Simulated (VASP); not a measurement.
# PC3 (Pm-3n) in VASP: notebook

PC3 is run at these levels: PBE; tasks: single point, relaxation of cell and atoms.

Program: VASP 6.6.1. These are calculated values, not measurements. Logs are shortened: lines on timing, memory, paths and dates and some standing lists are left out, and cuts for length are marked.

### 1 The cell of the first run

The structure is cubic, space group Pm-3n (No. 223). Conventional cell: a = 4.558 Å, b = 4.558 Å, c = 4.558 Å, α = 90.00°, β = 90.00°, γ = 90.00°. P (site symmetry m-3) has 12 C at 2.55 Å within 3.4 Å. Within 3.0 Å of C (site symmetry -4m2) lie 10 C at 2.28 to 2.79 Å and 4 P at 2.55 Å.

### 2 Single point, PBE, collinear spin, ferromagnetic start

INCAR

```
SYSTEM = PC3
ALGO = Normal
EDIFF = 1E-7
ENCUT = 520
GGA = PE
ISIF = 2
ISMEAR = 0
ISPIN = 2
LASPH = .TRUE.
LCHARG = .FALSE.
LORBIT = 11
LREAL = .FALSE.
LWAVE = .FALSE.
MAGMOM = 0 0 1 1 1 1 1 1
NBANDS = 31
NELM = 150
PREC = Accurate
SIGMA = 0.1
```

KPOINTS

```
k-points
0
G
  4 4 4
  0 0 0
```

POSCAR

```
PC3
1.0
    4.5576712800      0.0000000000      0.0000000000
    0.0000000000      4.5576712800      0.0000000000
    0.0000000000      0.0000000000      4.5576712800
P C
2 6
Direct
    0.0000000000      0.0000000000      0.0000000000
    0.5000000000      0.5000000000      0.5000000000
    0.2500000000      0.0000000000      0.5000000000
    0.5000000000      0.7500000000      0.0000000000
    0.7500000000      0.0000000000      0.5000000000
    0.5000000000      0.2500000000      0.0000000000
    0.0000000000      0.5000000000      0.7500000000
    0.0000000000      0.5000000000      0.2500000000
```

Potentials or basis: VASP PAW PBE potentials, release 64 (P, C).

Started as:

```console
cat potpaw_PBE.64/P/POTCAR potpaw_PBE.64/C/POTCAR > POTCAR
mpirun -np 1 vasp_std > vasp.out
```

OUTCAR:

```text
SYSTEM = PC3
   EDIFF = 1E-7
   ENCUT = 520
   GGA = PE
   ISIF = 2
   ISMEAR = 0
   ISPIN = 2
   LASPH = .TRUE.
   LORBIT = 11
   LREAL = .FALSE.
   NELM = 150
   PREC = Accurate

 ion  position               nearest neighbor table
   1  0.000  0.000  0.000-
   2  0.500  0.500  0.500-
   3  0.250  0.000  0.500-
   4  0.500  0.750  0.000-
   5  0.750  0.000  0.500-
   6  0.500  0.250  0.000-
   7  0.000  0.500  0.750-
   8  0.000  0.500  0.250-

  LATTYP: Found a simple cubic cell.
 ALAT       =     4.5576712800

  Lattice vectors:

 A1 = (   4.5576712800,   0.0000000000,   0.0000000000)
 A2 = (   0.0000000000,   4.5576712800,   0.0000000000)
 A3 = (   0.0000000000,   0.0000000000,   4.5576712800)

Analysis of symmetry for initial positions (statically):
=====================================================================
 Subroutine PRICEL returns:
 Original cell was already a primitive cell.

 Routine SETGRP: Setting up the symmetry group for a
 simple cubic supercell.

 Subroutine GETGRP returns: Found 48 space group operations
 (whereof 24 operations were pure point group operations)
 out of a pool of 48 trial point group operations.

The static configuration has the point symmetry T_h .
 The point group associated with its full space group is O_h .

Analysis of symmetry for dynamics (positions and initial velocities):
=====================================================================
 Subroutine PRICEL returns:
 Original cell was already a primitive cell.

 Routine SETGRP: Setting up the symmetry group for a
 simple cubic supercell.

 Subroutine GETGRP returns: Found 48 space group operations
 (whereof 24 operations were pure point group operations)
 out of a pool of 48 trial point group operations.

The dynamic configuration has the point symmetry T_h .
 The point group associated with its full space group is O_h .

Analysis of structural, dynamic, and magnetic symmetry:
=====================================================================
 Subroutine PRICEL returns:
 Original cell was already a primitive cell.

 Routine SETGRP: Setting up the symmetry group for a
 simple cubic supercell.

 Subroutine GETGRP returns: Found 48 space group operations
 (whereof 24 operations were pure point group operations)
 out of a pool of 48 trial point group operations.

The overall configuration has the point symmetry T_h .
 The point group associated with its full space group is O_h .

 Subroutine INISYM returns: Found 48 space group operations
 (whereof 24 operations are pure point group operations),
 and found     1 'primitive' translations

----------------------------------------------------------------------------------------

                                     Primitive cell

  volume of cell :      94.6736

  direct lattice vectors                    reciprocal lattice vectors
     4.557671280  0.000000000  0.000000000     0.219410295  0.000000000  0.000000000
     0.000000000  4.557671280  0.000000000     0.000000000  0.219410295  0.000000000
     0.000000000  0.000000000  4.557671280     0.000000000  0.000000000  0.219410295

  length of vectors
     4.557671280  4.557671280  4.557671280     0.219410295  0.219410295  0.219410295

  position of ions in fractional coordinates (direct lattice)
     0.000000000  0.000000000  0.000000000
     0.500000000  0.500000000  0.500000000
     0.250000000  0.000000000  0.500000000
     0.500000000  0.750000000  0.000000000
     0.750000000  0.000000000  0.500000000
     0.500000000  0.250000000  0.000000000
     0.000000000  0.500000000  0.750000000
     0.000000000  0.500000000  0.250000000

  ion indices of the primitive-cell ions
   primitive index   ion index
                 1           1
                 2           2
                 3           3
                 4           4
                 5           5
                 6           6
                 7           7
[... 40 lines left out ...]
   k-points           NKPTS =     10   k-points in BZ     NKDIM =     10   number of bands    NBANDS=     31
   number of dos      NEDOS =    301   number of ions     NIONS =      8
   total plane-waves  NPLWV =  46656
   dimension x,y,z NGX =    36 NGY =   36 NGZ =   36
   dimension x,y,z NGXF=    72 NGYF=   72 NGZF=   72
   ions per type =               2   6
   NGX,Y,Z   is equivalent  to a cutoff of  13.13, 13.13, 13.13 a.u.
   NGXF,Y,Z  is equivalent  to a cutoff of  26.26, 26.26, 26.26 a.u.
 SYSTEM =  PC3
   PREC   = accura    normal or accurate (medium, high low for compatibility)
   ISTART =      0    job   : 0-new  1-cont  2-samecut
   ICHARG =      2    charge: 1-file 2-atom 10-const
   ISPIN  =      2    spin polarized calculation?
   LNONCOLLINEAR =      F non collinear calculations
   LSORBIT =      F    spin-orbit coupling
   LASPH  =      T    aspherical Exc in radial PAW
   ENCUT  =  520.0 eV  38.22 Ry    6.18 a.u.   8.47  8.47  8.47*2*pi/ulx,y,z
   NELM   =    150;   NELMIN=  2; NELMDL= -5     # of ELM steps
   EDIFF  = 0.1E-06   stopping-criterion for ELM
   LREAL  =      F    real-space projection
   EDIFFG = 0.1E-05   stopping-criterion for IOM
   NSW    =      0    number of steps for IOM
   IBRION =     -1    ionic relax: 0-MD 1-quasi-New 2-CG
   NFREE  =      0    steps in history (QN), initial steepest desc. (CG)
   ISIF   =      2    stress and relaxation
   ISYM   =      2    0-nonsym 1-usesym 2-fastsym
   POTIM  = 0.5000    time-step for ionic-motion
   TEBEG  =    0.0;   TEEND  =   0.0 temperature during run
   PSTRESS=    0.0 pullay stress
   NELECT =      34.0000    total number of electrons
   NUPDOWN=      -1.0000    fix difference up-down
   EMIN   =  10.00;   EMAX   =-10.00  energy-range for DOS
   EFERMI =   0.00;   METHOD = LEGACY
   ISMEAR =     0;   SIGMA  =   0.10  broadening in eV -4-tet -1-fermi 0-gaus
   EFERMI_NEDOS =   21; number of points for ismear=-14 and -15
   IALGO  =     38    algorithm
   IMIX   =      4    mixing-type and parameters
     AMIX     =   0.40;   BMIX     =  1.00
     AMIX_MAG =   1.60;   BMIX_MAG =  1.00
  volume/ion in A,a.u.               =      11.83        79.86
  Fermi-wavevector in a.u.,A,eV,Ry     =   1.163657  2.198992 18.423601  1.354096
  Thomas-Fermi vector in A             =   2.300204
   LORBIT       =     11    0 simple, 1 ext, 2 COOP (PROOUT), +10 PAW based schemes
   GGA     = PE    functional components
   LHFCALC =     F    Hartree Fock is set to
   AEXX    =    0.0000 exact exchange contribution
   IVDW    =     0    specifies the selected vdW correction
   LEPSILON=     F    determine dielectric tensor
   LRPA    =     F    only Hartree local field effects (RPA)
 spin polarized calculation
 Gauss-broadening in eV      SIGMA  =   0.10
  energy-cutoff  :      520.00
  volume of cell :       94.67
 maximum number of plane-waves:      2562
 NGX is ok and might be reduce to    36
   NGX = 17   NGY = 17   NGZ = 17

 number of electron      33.9999996 magnetization       0.0066714

 number of electron      33.9999996 magnetization      -0.0001709

 Free energy of the ion-electron system (eV)
  ---------------------------------------------------
  ext. energy  EPLUGINS =         0.00000000
  ---------------------------------------------------
  free energy    TOTEN  =       -35.97497291 eV

  energy without entropy =      -35.95781552  energy(sigma->0) =      -35.96639421

 E-fermi :   4.8869     XC(G=0): -10.9975

 val. band max:        4.7640735242   @ k =   0.5000   0.5000   0.0000
 cond. band min:       4.9061101858   @ k =   0.2500   0.2500   0.0000
 fundamental gap:      0.1420366616
 Fermi energy:         4.8869233232

 spin component 1

 k-point     1 :       0.0000    0.0000    0.0000
  band No.  band energies     occupation
      1      -9.8511      1.00000
      2      -4.9477      1.00000
      3      -4.7913      1.00000
      4      -4.7913      1.00000
      5      -3.1079      1.00000
      6      -3.1079      1.00000
[... 309 lines left out ...]
     28       8.1613      0.00000
     29       8.1613      0.00000
 Fermi energy:         4.8869233232

 spin component 2

 k-point     1 :       0.0000    0.0000    0.0000
  band No.  band energies     occupation
      1      -9.8511      1.00000
      2      -4.9477      1.00000
      3      -4.7913      1.00000
      4      -4.7913      1.00000
      5      -3.1079      1.00000
      6      -3.1079      1.00000
[... 309 lines left out ...]
     28       8.1613      0.00000
     29       8.1613      0.00000
 [bands above 29 left out]

------------------------ aborting loop because EDIFF is reached ----------------------------------------

  FORCE on cell =-STRESS in cart. coord.  units (eV):
  Direction    XX          YY          ZZ          XY          YZ          ZX
  --------------------------------------------------------------------------------------
  -------------------------------------------------------------------------------------
  Total      -14.2060547    -14.2060547    -14.2060547     -0.0000000      0.0000000     -0.0000000
  in kB     -240.4114059   -240.4114059   -240.4114059     -0.0000000      0.0000000     -0.0000000
  external PRESSURE =    -240.4114059 kB  Pullay stress =       0.0000000 kB

 VOLUME and BASIS-vectors are now :
 -----------------------------------------------------------------------------
  energy-cutoff  :      520.00
  volume of cell :       94.67
      direct lattice vectors                 reciprocal lattice vectors
     4.557671280  0.000000000  0.000000000     0.219410295  0.000000000  0.000000000
     0.000000000  4.557671280  0.000000000     0.000000000  0.219410295  0.000000000
     0.000000000  0.000000000  4.557671280     0.000000000  0.000000000  0.219410295

 POSITION                                       TOTAL-FORCE (eV/Angst)
 -----------------------------------------------------------------------------------
      0.00000      0.00000      0.00000        -0.000000     -0.000000      0.000000
      2.27884      2.27884      2.27884        -0.000000     -0.000000      0.000000
      1.13942      0.00000      2.27884         0.000000      0.000000     -0.000000
      2.27884      3.41825      0.00000         0.000000      0.000000      0.000000
      3.41825      0.00000      2.27884        -0.000000     -0.000000     -0.000000
      2.27884      1.13942      0.00000        -0.000000     -0.000000     -0.000000
      0.00000      2.27884      3.41825         0.000000     -0.000000      0.000000
      0.00000      2.27884      1.13942         0.000000      0.000000     -0.000000
 -----------------------------------------------------------------------------------
    total drift:                                0.000000      0.000000     -0.000000

  FREE ENERGIE OF THE ION-ELECTRON SYSTEM (eV)
  ---------------------------------------------------
  free  energy   TOTEN  =       -35.9749729057 eV

  energy  without entropy=      -35.9578155225  energy(sigma->0) =      -35.96639421

 total charge

# of ion       s       p       d       tot
------------------------------------------
    1        1.182   1.006   0.000   2.188
    2        1.182   1.006   0.000   2.188
    3        1.054   0.955   0.000   2.009
    4        1.054   0.955   0.000   2.009
    5        1.054   0.955   0.000   2.009
    6        1.054   0.955   0.000   2.009
    7        1.054   0.955   0.000   2.009
    8        1.054   0.955   0.000   2.009
--------------------------------------------------
tot          8.689   7.739   0.000  16.429

 magnetization (x)

# of ion       s       p       d       tot
------------------------------------------
    1        0.000   0.000   0.000   0.000
    2        0.000   0.000   0.000   0.000
    3       -0.000  -0.000   0.000  -0.000
    4       -0.000  -0.000   0.000  -0.000
    5       -0.000  -0.000   0.000  -0.000
    6       -0.000  -0.000   0.000  -0.000
    7       -0.000  -0.000   0.000  -0.000
    8       -0.000  -0.000   0.000  -0.000
--------------------------------------------------
tot         -0.000  -0.000   0.000  -0.000
```

Wall time 54 s (1 thread of Intel Xeon 6975P-C, shared host); peak memory 0.25 GiB.

What came out:

```
Free energy                                           : -35.9750 eV
Pressure                                              : -24.0 GPa
Band gap on the k mesh                                : zero (filled and empty bands overlap)
Net moment                                            : 0.00 μB per cell
Valence electrons inside the program's atomic spheres : P 2.19; C 2.01
```

### 3 Single point, PBE

This run uses another cell than the first one, of 8.31 Å³/atom, 0.702 times its volume.

INCAR

```
PREC = Accurate
ENCUT = 520
EDIFF = 1E-6
ISMEAR = 0
SIGMA = 0.1
LREAL = F
LASPH = T
NELM = 80
ALGO = Normal
ISIF = 2
LWAVE = F
LCHARG = F
GGA = PE
NBANDS = 27
```

KPOINTS

```
Automatic mesh
0
Gamma
  10 10 10
```

POSCAR: that of step 2 with these lines changed.

```diff
@@ -2,5 +2,5 @@
 1.0
-    4.5576712800      0.0000000000      0.0000000000
-    0.0000000000      4.5576712800      0.0000000000
-    0.0000000000      0.0000000000      4.5576712800
+    4.0513908911      0.0000000000      0.0000000000
+    0.0000000000      4.0513908911      0.0000000000
+    0.0000000000      0.0000000000      4.0513908911
 P C
```

Potentials or basis: VASP PAW PBE potentials, release 64 (P, C).

Started as:

```console
cat potpaw_PBE.64/P/POTCAR potpaw_PBE.64/C/POTCAR > POTCAR
mpirun -np 1 vasp_std > vasp.out
```

It took 64 s on 1 thread of Intel Xeon 6975P-C, shared host; peak memory 0.21 GiB.

The run converged. Its results:

| Property | Result |
| --- | --- |
| Free energy | -38.8100 eV |
| Pressure | -0.1 GPa |
| Band gap on the k mesh | zero (band 17 reaches 10.57 eV, above the bottom of band 18 at 7.28 eV) |

Levels at points of the mesh, in eV from the Fermi level:
```csv
k point,band 14,band 15,band 16,band 17,band 18,band 19,band 20,band 21
"(0.00, 0.00, 0.00)",-3.57,-3.57,-3.22,-2.19,-2.19,-2.19,0.07,1.61
"(0.50, 0.00, 0.00)",-2.92,-1.47,-1.47,-0.77,-0.77,-0.64,-0.64,2.63
"(0.50, 0.50, 0.00)",-0.69,-0.66,-0.66,0.18,0.18,0.93,1.62,2.85
"(0.50, 0.50, 0.50)",-0.22,0.56,0.56,0.56,0.56,1.24,1.24,1.24
```

### 4 Relaxation of cell and atoms, PBE

This run uses another cell than the first one, of 8.36 Å³/atom, 0.707 times its volume.

INCAR

```
SYSTEM = PC3
ALGO = Normal
EDIFF = 1E-6
EDIFFG = -0.01
ENCUT = 600
GGA = PE
IBRION = 2
ISIF = 3
ISMEAR = 0
LASPH = .True.
LCHARG = .False.
LREAL = .False.
LWAVE = .False.
NELM = 80
NSW = 100
PREC = Accurate
SIGMA = 0.1
```

KPOINTS

```
k-points
0
Gamma
  10 10 10
  0 0 0
```

POSCAR: that of step 3 with these lines changed.

```diff
@@ -2,5 +2,5 @@
 1.0
-    4.0513908911      0.0000000000      0.0000000000
-    0.0000000000      4.0513908911      0.0000000000
-    0.0000000000      0.0000000000      4.0513908911
+    4.0598565852      0.0000000000      0.0000000000
+    0.0000000000      4.0598565852      0.0000000000
+    0.0000000000      0.0000000000      4.0598565852
 P C
```

Started as:

```console
cat potpaw_PBE.64/P/POTCAR potpaw_PBE.64/C/POTCAR > POTCAR
mpirun -np 1 vasp_std > vasp.out
```

It took 66 s on 1 thread of Intel Xeon 6975P-C, shared host; peak memory 0.22 GiB.

Results (log left out):

```yaml
Free_energy: -38.8137 eV
Relaxed_volume: 8.29 Å³/atom
Relaxed_cell: a = 4.048 Å, b = 4.048 Å, c = 4.048 Å, α = 90.00°, β = 90.00°, γ = 90.00°
Space_group_after_relaxing_to_0.05_Å: Pm-3n (No. 223)
Energy_gained_by_relaxing: 0.2 meV/atom
Ionic_steps: 2
Pressure_after_relaxing: 0.1 GPa
Band_gap_on_the_k_mesh: zero (band 17 reaches 10.61 eV, above the bottom of band 18 at 7.30 eV)
```

The path:
| step | energy change (eV) | largest force (eV/Å) | pressure (GPa) | volume (Å³) |
| --- | --- | --- | --- | --- |
| 1 | 0.0000 | 0.0000 | -1.12 | 66.92 |
| 2 | -0.0019 | 0.0000 | 0.05 | 66.35 |

Final structure:
```
P C
1.0
     4.04840    0.00000    0.00000
     0.00000    4.04840    0.00000
     0.00000    0.00000    4.04840
P C
2 6
Direct
  0.00000 0.00000 0.00000
  0.50000 0.50000 0.50000
  0.25000 0.00000 0.50000
  0.50000 0.75000 0.00000
  0.75000 0.00000 0.50000
  0.50000 0.25000 0.00000
  0.00000 0.50000 0.75000
  0.00000 0.50000 0.25000
```

Levels at points of the mesh, in eV from the Fermi level:
| k point | band 15 | band 16 | band 17 | band 18 | band 19 | band 20 |
| --- | --- | --- | --- | --- | --- | --- |
| (0.00, 0.00, 0.00) | -3.58 | -3.21 | -2.20 | -2.20 | -2.20 | 0.08 |
| (0.50, 0.00, 0.00) | -1.47 | -1.47 | -0.78 | -0.78 | -0.64 | -0.64 |
| (0.50, 0.50, 0.00) | -0.66 | -0.66 | 0.19 | 0.19 | 0.92 | 1.62 |
| (0.50, 0.50, 0.50) | 0.55 | 0.55 | 0.55 | 0.55 | 1.24 | 1.24 |

### 5 The runs side by side

| task | spin | cell | k mesh | cutoff (eV) | gap on the mesh (eV) | pressure (GPa) |
| --- | --- | --- | --- | --- | --- | --- |
| single point | collinear, ferromagnetic start | a = 4.558 Å, 8 atoms | 4 × 4 × 4 | 520 | none | -24.0 |
| single point | off | a = 4.051 Å, 8 atoms | 10 × 10 × 10 | 520 | none | -0.1 |
| relaxation of cell and atoms | off | relaxed from a = 4.060 Å, 8 atoms | 10 × 10 × 10 | 600 | none | 0.1 |

Alike in all rows: level PBE; potentials or basis VASP PAW PBE potentials, release 64 (P, C); smearing gaussian 0.1 eV.

Absolute energies hang on the potentials; compare differences alone.
